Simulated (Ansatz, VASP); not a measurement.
**Two plane-wave programs on Ta2Si2O**

```
CELL_PARAMETERS angstrom
4.08027 0.00000 0.00000
0.00000 4.08027 0.00000
0.00000 0.00000 19.00000
ATOMIC_POSITIONS crystal
Ta 0.00000 0.50000 0.50000
Ta 0.50000 0.00000 0.50000
Si 0.00000 0.00000 0.61249
Si 0.00000 0.00000 0.38751
O 0.50000 0.50000 0.50000
```

Change from the starting cell: species swapped into a sheet of the Ti2Bi2O type.

Alike in both runs: task single point; functional PBE; k mesh 4 × 4 × 1; occupations gaussian, width 0.1 eV; collinear spin.

```csv
,VASP,Ansatz
version,VASP 6.6.1,Ansatz 0.2.0
potentials or method,"VASP PAW PBE potentials, release 64 (Ta_pv, Si, O), cutoff 520 eV","scalar-relativistic, plane waves, PAW"
valence electrons in the cell,36,40
```

|  | VASP | Ansatz | Ansatz less VASP |
| --- | --- | --- | --- |
| gap on the k mesh at the Fermi level (eV) | none | none | - |
| rms of the force components (eV/Å) | 0.931 | 0.934 | +0.0031 |
| net moment per atom (μB) | 0.00 | 0.00 | 0.000 |

Atom by atom the forces differ by 0.003 eV/Å (rms over components). A gap of «none» marks a metal or a gap that the smearing closes. VASP's potentials hold 36 valence electrons a cell and Ansatz's 40, so a difference there can come from the potentials and not from the codes. Ansatz's warnings: seeded moment not kept, slab cell height set.

The k mesh is coarse, so the values compare programs but aren't converged. Neither program's run includes spin-orbit coupling.
